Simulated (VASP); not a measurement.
# Be63C31 (a cell with a defect) in VASP: single point with PBEsol

Aim: the single point of Be63C31 (a cell with a defect) with PBEsol.

Program: VASP 6.6.1. These are calculated values, not measurements. Logs are shortened: lines on timing, memory, paths and dates and some standing lists are left out, and cuts for length are marked.

### Step 1. The cell of the first run

The cell holds a defect, 94 atoms: a = 8.621 Å, b = 8.621 Å, c = 8.621 Å, α = 90.00°, β = 90.00°, γ = 90.00°.

### Step 2. Single point, PBEsol, collinear spin

The input, INCAR:

```
PREC = Accurate ; ENCUT = 520
EDIFF = 1E-6 ; ISMEAR = -1
SIGMA = 0.05 ; LREAL = Auto
LASPH = True ; NELM = 200
ALGO = Normal ; ISIF = 2
LWAVE = False ; LCHARG = False
ISPIN = 2 ; MAGMOM = 0 0 0 0.222 0 0 0 0 0 0.222 0 0 0 0 0 0 0.222 0 0 0 0 0 0 0.222 0 0 0.222 0 0 0 0.222 0 0 0 0 0 0 0 0.222 0 0.222 0 0.222 0 0 0.222 0 0 0 0.222 0.222 0 0.222 0 0 0 0 0 0.222 0 0 0 0 0 0 0 0 0 0 0.222 0 0 0 0.222 0 0 0 0 0 0 0 0.222 0 0 0 0 0 0 0 0 0 0 0 0.222
LORBIT = 11 ; GGA = PS
NBANDS = 182 ; ISYM = -1
GGA_COMPAT = False
```

The input, KPOINTS:

```
explicit points
1
Reciprocal
  0.25000000   0.25000000   0.25000000 1
```

The input, POSCAR:

```
Be63C31
1.0
    8.6212760000      0.0000000000      0.0000000000
    0.0000000000      8.6212760000      0.0000000000
    0.0000000000      0.0000000000      8.6212760000
Be C
63 31
Direct
    0.3760340000      0.1245270000      0.1245180000
    0.3753710000      0.1267500000      0.6250160000
    0.3753550000      0.6250220000      0.1267510000
    0.8679820000      0.1312640000      0.1312830000
    0.8751740000      0.1243870000      0.6240920000
    0.8751700000      0.6240820000      0.1243660000
    0.8746080000      0.6250620000      0.6250640000
    0.1243250000      0.3765180000      0.1258320000
    0.1270090000      0.3764310000      0.6280160000
    0.1306270000      0.8684780000      0.1300600000
    0.1249510000      0.8742780000      0.6209130000
    0.6247850000      0.3754700000      0.1249670000
    0.6239800000      0.3760470000      0.6223950000
    0.6232350000      0.8754670000      0.1256450000
    0.6235030000      0.8728950000      0.6277430000
    0.1243100000      0.1258550000      0.3764960000
    0.1306770000      0.1301010000      0.8684520000
    0.1270130000      0.6280160000      0.3764200000
    0.1249390000      0.6209240000      0.8742570000
    0.6247670000      0.1249690000      0.3754750000
    0.6232600000      0.1256590000      0.8754520000
    0.6239770000      0.6223840000      0.3760360000
    0.6234890000      0.6277220000      0.8728720000
    0.1308270000      0.1315630000      0.1315180000
    0.1253980000      0.1249180000      0.6232800000
    0.1253890000      0.6233050000      0.1249150000
    0.1479970000      0.6245340000      0.6245240000
    0.6226740000      0.1249690000      0.1249750000
    0.6242080000      0.1259550000      0.6250540000
    0.6241990000      0.6250530000      0.1259590000
    0.6064740000      0.6247900000      0.6247730000
    0.3782590000      0.3762150000      0.3762090000
    0.3726000000      0.3761270000      0.8731630000
    0.3725800000      0.8731800000      0.3761070000
    0.3799640000      0.8742370000      0.8742070000
    0.8755220000      0.3753290000      0.3753170000
    0.8740440000      0.3773160000      0.8755760000
    0.8740340000      0.8756030000      0.3773210000
    0.8701560000      0.8695680000      0.8695830000
    0.3751560000      0.3761820000      0.1261760000
    0.3753950000      0.3955720000      0.6251060000
    0.3763570000      0.8753250000      0.1248330000
    0.3753910000      0.8546980000      0.6243080000
    0.8757500000      0.3772230000      0.1251090000
    0.8741940000      0.3762570000      0.6248590000
    0.8685820000      0.8695630000      0.1325370000
    0.8755430000      0.8751440000      0.6241760000
    0.3751430000      0.1261880000      0.3761660000
    0.3763860000      0.1248450000      0.8753310000
    0.3754080000      0.6251160000      0.3955800000
    0.3753730000      0.6243360000      0.8547560000
    0.8757350000      0.1251190000      0.3772240000
    0.8686320000      0.1325250000      0.8695820000
    0.8741920000      0.6248820000      0.3762520000
    0.8755320000      0.6241820000      0.8751490000
    0.1274130000      0.3768800000      0.3768630000
    0.1233760000      0.3752010000      0.8774090000
    0.1233570000      0.8774230000      0.3751590000
    0.1341780000      0.8672210000      0.8671920000
    0.6265270000      0.3739340000      0.3739280000
    0.6235840000      0.3766770000      0.8732710000
    0.6235660000      0.8732660000      0.3766800000
    0.6253940000      0.8771710000      0.8771800000
    0.9986850000      0.0015290000      0.4997620000
    0.9986900000      0.4997720000      0.0015130000
    0.0004870000      0.5000680000      0.5000600000
    0.5004530000      0.0013860000      0.0013770000
    0.5002080000      0.9998260000      0.5000280000
    0.5002090000      0.5000370000      0.9998220000
    0.5067620000      0.4935410000      0.4935380000
    0.2464030000      0.2460700000      0.0013690000
    0.2493440000      0.2499810000      0.4998790000
    0.2475490000      0.7526970000      0.9999230000
    0.2432520000      0.7570650000      0.4935220000
    0.7524990000      0.2477440000      0.0005850000
    0.7519030000      0.2483260000      0.4997460000
    0.7539580000      0.7538420000      0.0013520000
    0.7504260000      0.7510170000      0.5001940000
    0.2463790000      0.0013750000      0.2460260000
    0.2475620000      0.9999330000      0.7526760000
    0.2493480000      0.4998920000      0.2499720000
    0.2432540000      0.4935350000      0.7570700000
    0.7524740000      0.0005990000      0.2477540000
    0.7539750000      0.0013680000      0.7538480000
    0.7519030000      0.4997500000      0.2483160000
    0.7504250000      0.5001970000      0.7510090000
    0.9995140000      0.2473120000      0.2473010000
    0.9989390000      0.2465780000      0.7533880000
    0.9989450000      0.7533960000      0.2465620000
    0.0002080000      0.7535560000      0.7535480000
    0.5002400000      0.2483180000      0.2483100000
    0.5004080000      0.2500810000      0.7511060000
    0.5003970000      0.7511110000      0.2500770000
    0.5064230000      0.7566150000      0.7566190000
```

Potentials or basis: VASP PAW PBE potentials, release 64 (Be, C).

Command:

```console
$ cat potpaw_PBE.64/Be/POTCAR potpaw_PBE.64/C/POTCAR > POTCAR
$ mpirun -np 1 vasp_std > vasp.out
```

OUTCAR:

```text
PREC = Accurate
   ENCUT = 520
   EDIFF = 1E-6
   ISMEAR = -1
   LREAL = Auto
   LASPH = True
   NELM = 200
   ISIF = 2
   ISPIN = 2
   LORBIT = 11
   GGA = PS
   ISYM = -1

 ion  position               nearest neighbor table
   1  0.376  0.125  0.125-  67 1.85  91 1.85  79 1.86  71 1.86  24 2.12  28 2.13  49 2.15  42 2.15
                            48 2.17  40 2.17
   2  0.375  0.127  0.625-  72 1.86  92 1.86  68 1.88  80 1.90  29 2.15  48 2.15  25 2.16  49 2.16
                            41 2.32  43 2.35
   3  0.375  0.625  0.127-  81 1.86  93 1.86  69 1.88  73 1.90  40 2.15  30 2.15  26 2.16  42 2.16
                            50 2.32  51 2.34
   4  0.868  0.131  0.131-  83 1.81  75 1.81  87 1.81  28 2.12  52 2.12  44 2.12  46 2.26  53 2.26
                            24 2.27
   5  0.875  0.124  0.624-  64 1.85  76 1.85  84 1.86  88 1.87  53 2.12  52 2.13  47 2.15  25 2.16
                            29 2.16  45 2.17
   6  0.875  0.624  0.124-  65 1.85  85 1.85  77 1.86  89 1.87  46 2.12  44 2.13  55 2.15  26 2.16
                            30 2.16  54 2.17
   7  0.875  0.625  0.625-  86 1.87  78 1.87  66 1.87  90 1.90  45 2.15  54 2.15  47 2.16  55 2.16
                            31 2.31  27 2.36
   8  0.124  0.377  0.126-  81 1.85  65 1.86  87 1.87  71 1.88  24 2.11  26 2.13  57 2.14  44 2.14
                            40 2.16  56 2.16
   9  0.127  0.376  0.628-  82 1.81  72 1.88  66 1.88  88 1.91  27 2.15  41 2.15  57 2.15  56 2.17
[... 164 lines left out ...]
  93  0.500  0.751  0.250-  14 1.85  62 1.85  42 1.86  30 1.86   3 1.86  34 1.87  22 1.88  50 1.98

  94  0.506  0.757  0.757-  63 1.79  35 1.80  23 1.80  15 1.81  43 1.81  51 1.81  31 1.82

IMPORTANT INFORMATION: All symmetrisations will be switched off!
NOSYMM: (Re-)initialisation of all symmetry stuff for point group C_1.

----------------------------------------------------------------------------------------

                                     Primitive cell

  volume of cell :     640.7884

  direct lattice vectors                    reciprocal lattice vectors
     8.621276000  0.000000000  0.000000000     0.115992111  0.000000000  0.000000000
     0.000000000  8.621276000  0.000000000     0.000000000  0.115992111  0.000000000
     0.000000000  0.000000000  8.621276000     0.000000000  0.000000000  0.115992111

  length of vectors
     8.621276000  8.621276000  8.621276000     0.115992111  0.115992111  0.115992111

  position of ions in fractional coordinates (direct lattice)
     0.376034000  0.124527000  0.124518000
     0.375371000  0.126750000  0.625016000
     0.375355000  0.625022000  0.126751000
     0.867982000  0.131264000  0.131283000
     0.875174000  0.124387000  0.624092000
     0.875170000  0.624082000  0.124366000
[... 86 lines left out ...]
     0.500397000  0.751111000  0.250077000
     0.506423000  0.756615000  0.756619000

  ion indices of the primitive-cell ions
   primitive index   ion index
                 1           1
                 2           2
                 3           3
                 4           4
                 5           5
                 6           6
[... 86 lines left out ...]
                93          93
                94          94

----------------------------------------------------------------------------------------

 KPOINTS: explicit points

Read explicit list of k-points.

 Found      1 k-points:

 Following reciprocal coordinates:
            Coordinates               Weight
[... 40 lines left out ...]
  volume/ion in A,a.u.               =       6.82        46.00
  Fermi-wavevector in a.u.,A,eV,Ry     =   1.196235  2.260557 19.469650  1.430979
  Thomas-Fermi vector in A             =   2.332181
   LORBIT       =     11    0 simple, 1 ext, 2 COOP (PROOUT), +10 PAW based schemes
   GGA     = PS    functional components
   LHFCALC =     F    Hartree Fock is set to
   AEXX    =    0.0000 exact exchange contribution
   IVDW    =     0    specifies the selected vdW correction
   LEPSILON=     F    determine dielectric tensor
   LRPA    =     F    only Hartree local field effects (RPA)
 spin polarized calculation
  energy-cutoff  :      520.00
  volume of cell :      640.79
 maximum number of plane-waves:     17254
 NGX is ok and might be reduce to    64
   NGX = 33   NGY = 33   NGZ = 33

 number of electron     250.0000011 magnetization       0.0009578

 number of electron     250.0000011 magnetization      -0.0000605

 Free energy of the ion-electron system (eV)
  ---------------------------------------------------
  ext. energy  EPLUGINS =         0.00000000
  ---------------------------------------------------
  free energy    TOTEN  =      -571.91387194 eV

  energy without entropy =     -571.91387194  energy(sigma->0) =     -571.91387194

 E-fermi :   8.0070     XC(G=0): -11.4593

 val. band max:        6.9485004821   @ k =   0.2500   0.2500   0.2500
 cond. band min:       9.0342333438   @ k =   0.2500   0.2500   0.2500
 fundamental gap:      2.0857328618
 Fermi energy:         8.0069630364

 spin component 1

 k-point     1 :       0.2500    0.2500    0.2500
  band No.  band energies     occupation
      1      -7.2154      1.00000
      2      -6.6349      1.00000
      3      -6.6039      1.00000
      4      -6.4459      1.00000
      5      -5.9825      1.00000
      6      -5.9534      1.00000
[... 129 lines left out ...]
    136      11.8901      0.00000
    137      11.9507      0.00000
 Fermi energy:         8.0069630364

 spin component 2

 k-point     1 :       0.2500    0.2500    0.2500
  band No.  band energies     occupation
      1      -7.2154      1.00000
      2      -6.6349      1.00000
      3      -6.6039      1.00000
      4      -6.4459      1.00000
      5      -5.9825      1.00000
      6      -5.9533      1.00000
[... 129 lines left out ...]
    136      11.8901      0.00000
    137      11.9507      0.00000
 [bands above 137 left out]

------------------------ aborting loop because EDIFF is reached ----------------------------------------

  FORCE on cell =-STRESS in cart. coord.  units (eV):
  Direction    XX          YY          ZZ          XY          YZ          ZX
  --------------------------------------------------------------------------------------
  -------------------------------------------------------------------------------------
  Total        2.4655093      2.5451966      2.5440967     -1.9760445     -1.4540857     -1.9872331
  in kB        6.1645671      6.3638109      6.3610610     -4.9407474     -3.6356824     -4.9687226
  external PRESSURE =       6.2964796 kB  Pullay stress =       0.0000000 kB

 VOLUME and BASIS-vectors are now :
 -----------------------------------------------------------------------------
  energy-cutoff  :      520.00
  volume of cell :      640.79
      direct lattice vectors                 reciprocal lattice vectors
     8.621276000  0.000000000  0.000000000     0.115992111  0.000000000  0.000000000
     0.000000000  8.621276000  0.000000000     0.000000000  0.115992111  0.000000000
     0.000000000  0.000000000  8.621276000     0.000000000  0.000000000  0.115992111

 POSITION                                       TOTAL-FORCE (eV/Angst)
 -----------------------------------------------------------------------------------
      3.24189      1.07358      1.07350        -0.001121     -0.000636     -0.000570
      3.23618      1.09275      5.38844        -0.003970     -0.001164      0.001688
      3.23604      5.38849      1.09276        -0.002992      0.002115     -0.000826
      7.48311      1.13166      1.13183         0.012061     -0.009959     -0.012097
      7.54512      1.07237      5.38047         0.001275     -0.001349      0.000697
      7.54508      5.38038      1.07219         0.001259      0.001593      0.000035
[... 86 lines left out ...]
      4.31406      6.47554      2.15598        -0.004362     -0.007111      0.004749
      4.36601      6.52299      6.52302        -0.021100     -0.015537     -0.016549
 -----------------------------------------------------------------------------------
    total drift:                               -0.021849      0.035424      0.034104

  FREE ENERGIE OF THE ION-ELECTRON SYSTEM (eV)
  ---------------------------------------------------
  free  energy   TOTEN  =      -571.9138719402 eV

  energy  without entropy=     -571.9138719350  energy(sigma->0) =     -571.91387194

 total charge

# of ion       s       p       d       tot
------------------------------------------
    1        0.438   0.884   0.000   1.322
    2        0.423   0.827   0.000   1.250
    3        0.423   0.827   0.000   1.250
    4        0.444   0.854   0.000   1.298
    5        0.437   0.882   0.000   1.320
    6        0.437   0.882   0.000   1.320
[... 86 lines left out ...]
   93        0.802   1.687   0.000   2.489
   94        0.811   1.725   0.000   2.536
--------------------------------------------------
tot         52.252 106.535   0.000 158.786

 magnetization (x)

# of ion       s       p       d       tot
------------------------------------------
    1        0.000   0.000   0.000   0.000
    2        0.000   0.000   0.000   0.000
    3        0.000   0.000   0.000   0.000
    4       -0.000   0.000   0.000   0.000
    5        0.000   0.000   0.000   0.000
    6        0.000   0.000   0.000   0.000
[... 86 lines left out ...]
   93        0.000  -0.000   0.000   0.000
   94        0.000   0.000   0.000   0.000
--------------------------------------------------
tot          0.000   0.000   0.000   0.000
```

Wall time 7.6 min (1 thread of AMD EPYC 7R13 (Zen 3), shared host); peak memory 0.81 GiB.

Results:

- Free energy: -571.9139 eV
- Pressure: 0.6 GPa
- Largest force: 0.033 eV/Å
- Band gap on the k mesh: 2.09 eV
- Net moment: 0.00 μB per cell
- Valence electrons inside the program's atomic spheres: Be 1.32, 1.25, 1.30, 1.31, 1.29, 1.20, 1.27, 1.21, 1.28, 1.36, 1.34 (each value once); C 2.51, 2.48, 2.52, 2.54, 2.50, 2.49 (each value once)

Forces on the atoms (eV/Å):
```
Be  -0.001 -0.001 -0.001
Be  -0.004 -0.001  0.002
Be  -0.003  0.002 -0.001
Be   0.012 -0.010 -0.012
Be   0.001 -0.001  0.001
Be   0.001  0.002  0.000
Be   0.001  0.002  0.002
Be  -0.002 -0.001  0.000
Be  -0.004 -0.005 -0.001
Be  -0.011  0.014 -0.013
Be  -0.001 -0.001  0.003
Be   0.004 -0.004 -0.003
Be   0.003 -0.003  0.000
Be   0.001 -0.001  0.000
Be   0.005  0.003 -0.001
Be  -0.001 -0.001 -0.002
Be  -0.013 -0.013  0.013
Be  -0.005  0.000 -0.005
Be   0.000  0.005  0.000
Be   0.005 -0.002 -0.004
Be   0.002 -0.001  0.001
Be   0.004  0.002 -0.003
Be   0.006  0.001  0.004
Be  -0.012 -0.011 -0.008
Be  -0.001  0.000  0.001
Be  -0.001  0.000 -0.001
Be   0.000  0.000  0.000
Be   0.003  0.001  0.000
Be   0.002 -0.001  0.001
Be   0.002  0.001 -0.003
Be   0.000  0.000  0.000
Be  -0.003 -0.003 -0.003
Be  -0.001 -0.005  0.003
Be  -0.001  0.002 -0.005
Be  -0.005 -0.001  0.000
Be   0.004 -0.004 -0.003
Be   0.002 -0.001  0.001
Be   0.001  0.000 -0.002
Be   0.012  0.014  0.012
Be  -0.003 -0.002 -0.002
Be   0.001  0.001 -0.001
Be   0.000  0.000  0.000
Be  -0.001  0.001  0.002
Be   0.000 -0.002  0.000
Be   0.004 -0.003  0.002
Be   0.011  0.012 -0.011
Be   0.001  0.001  0.001
Be  -0.003 -0.002 -0.001
Be  -0.001  0.001 -0.002
Be   0.000 -0.001  0.000
Be  -0.001  0.001 -0.002
Be   0.000  0.000 -0.001
Be   0.009 -0.011  0.012
Be   0.004  0.001 -0.003
Be   0.001  0.000 -0.001
Be  -0.003 -0.004 -0.003
Be  -0.005 -0.007  0.005
Be  -0.003  0.004 -0.004
Be  -0.013  0.012  0.013
Be   0.008 -0.007 -0.006
Be   0.003 -0.003  0.001
Be   0.004  0.001 -0.003
Be   0.006  0.005  0.004
C   -0.001  0.003 -0.001
C   -0.002 -0.002  0.004
C   -0.008  0.005  0.004
C   -0.001  0.003  0.003
C   -0.016  0.004  0.001
C   -0.015  0.000  0.005
C   -0.018  0.020  0.020
C    0.002  0.002 -0.003
C    0.015  0.004  0.005
C    0.013 -0.010 -0.005
C    0.017 -0.009  0.022
C   -0.005  0.004  0.002
C   -0.003  0.004  0.002
C    0.000 -0.001  0.002
C   -0.005 -0.008  0.004
C    0.003 -0.001  0.004
C    0.013 -0.004 -0.010
C    0.014  0.005  0.003
C    0.018  0.023 -0.012
C   -0.003 -0.002  0.002
C   -0.001  0.000 -0.001
C   -0.003  0.002  0.004
C   -0.004  0.004 -0.008
C    0.000  0.004  0.003
C    0.001  0.006 -0.005
C   -0.003 -0.005  0.006
C    0.003 -0.006 -0.006
C   -0.002 -0.002 -0.002
C   -0.005  0.004 -0.007
C   -0.004 -0.007  0.005
C   -0.021 -0.016 -0.017
```

Caveat: the PAW data sets were made with another functional, which shifts forces and pressure a little.
